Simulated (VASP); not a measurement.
Input of a VASP 6.6.1 run:

File INCAR:

```
SYSTEM = MoS2
  PREC = Accurate
  ENCUT = 500
  EDIFF = 1E-6
  ISMEAR = 0
  SIGMA = 0.15
  LREAL = .False.
  LASPH = .True.
  NELM = 120
  ALGO = Normal
  ISIF = 2
  LWAVE = .False.
  LCHARG = .False.
  GGA = PS
  IVDW = 12
  NBANDS = 49
  GGA_COMPAT = .False.
```

File KPOINTS:

```
Automatic mesh
0
Gamma
  14 14 3
  0 0 0
```

The input POSCAR:

```
MoS2
1.0
   -1.5399048628     -2.6671934611      0.0000000000
    1.5399048628     -2.6671934611      0.0000000000
    0.0000000000      0.0000000000     17.3911508613
Mo S
3 6
Direct
    0.3333333333      0.3333333333      0.3333333333
    0.6666666667      0.6666666667      0.6666666667
    1.0000000000      1.0000000000      0.0000000000
    1.0000000000      1.0000000000      0.7592277682
    0.3333333333      0.3333333333      0.0925611015
    0.6666666667      0.6666666667      0.4258944349
    1.0000000000      1.0000000000      0.2407722318
    0.3333333333      0.3333333333      0.5741055651
    0.6666666667      0.6666666667      0.9074388985
```

Potentials or basis: VASP PAW PBE potentials, release 64 (Mo_sv, S).

The run is started by

```sh
$ cat potpaw_PBE.64/Mo_sv/POTCAR potpaw_PBE.64/S/POTCAR > POTCAR
$ mpirun -np 1 vasp_std > vasp.out
```

Task: Predict the band gap on the k mesh.

Result: Zero (bands 39 and 40 overlap by 0.50 eV).

Task: Predict the dispersion energy per atom.

Result: -0.415 eV.

Task: Predict the pressure.

Result: 0.0 GPa.

Stress tensor (GPa, compression positive):
```
-0.02  0.00  0.00
 0.00 -0.02  0.00
 0.00  0.00  0.07
```

Caveat: the PAW data sets were made with another functional, which shifts forces and pressure a little.
